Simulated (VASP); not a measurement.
Here is a VASP 6.6.1 calculation.

Contents of INCAR:

```
PREC = Accurate
ENCUT = 600
EDIFF = 1E-7
ISMEAR = 0
SIGMA = 0.1
LREAL = F
LASPH = T
NELM = 100
ALGO = Normal
ISIF = 3
LWAVE = F
LCHARG = F
GGA = PE
IBRION = 2
NSW = 100
EDIFFG = -0.01
```

The input KPOINTS:

```
regular mesh
0
Gamma
  6 6 8
```

POSCAR

```
InSb5
1.0
    6.4583110800      0.0000000000      0.0000000000
   -3.2291555400      5.5930614600      0.0000000000
    0.0000000000      0.0000000000      5.3152775200
In Sb
1 5
Direct
    0.0000000000      0.0000000000      0.0000000000
    0.0000000000      0.5000000000      0.5000000000
    0.5000000000      0.5000000000      0.5000000000
    0.3333333300      0.6666666700      0.0000000000
    0.5000000000      0.0000000000      0.5000000000
    0.6666666700      0.3333333300      0.0000000000
```

Potentials or basis: VASP PAW PBE potentials, release 64 (In_d, Sb).

Run with:

```sh
$ cat potpaw_PBE.64/In_d/POTCAR potpaw_PBE.64/Sb/POTCAR > POTCAR
$ mpirun -np 1 vasp_std > vasp.out
```

Q: What does it give for the relaxed cell?

A: a = 6.211 Å, b = 6.211 Å, c = 5.607 Å, α = 90.00°, β = 90.00°, γ = 120.00°.

Q: Estimate the space group after relaxing (to 0.05 Å).

A: P6/mmm (No. 191).

Q: What does it give for the relaxed volume?

A: 31.22 Å³/atom.

Step by step:
| step | energy change (eV) | largest force (eV/Å) | pressure (GPa) | volume (Å³) |
| --- | --- | --- | --- | --- |
| 1 | 0.0000 | 0.0000 | -0.61 | 192.00 |
| 2 | -0.0079 | 0.0000 | 0.10 | 188.63 |
| 3 | -0.0079 | 0.0000 | 0.13 | 188.50 |
| 4 | -0.0120 | 0.0000 | 0.13 | 188.27 |
| 5 | -0.0309 | 0.0000 | 0.21 | 187.56 |
| 6 | -0.0801 | 0.0000 | 0.36 | 185.94 |
| 7 | 0.1251 | 0.0000 | 1.59 | 181.92 |
| 8 | -0.0820 | 0.0000 | 0.40 | 185.64 |
| 9 | -0.0776 | 0.0000 | -0.49 | 189.24 |
| 10 | -0.0838 | 0.0000 | 0.07 | 186.89 |
| 11 | -0.0840 | 0.0000 | -0.01 | 187.32 |
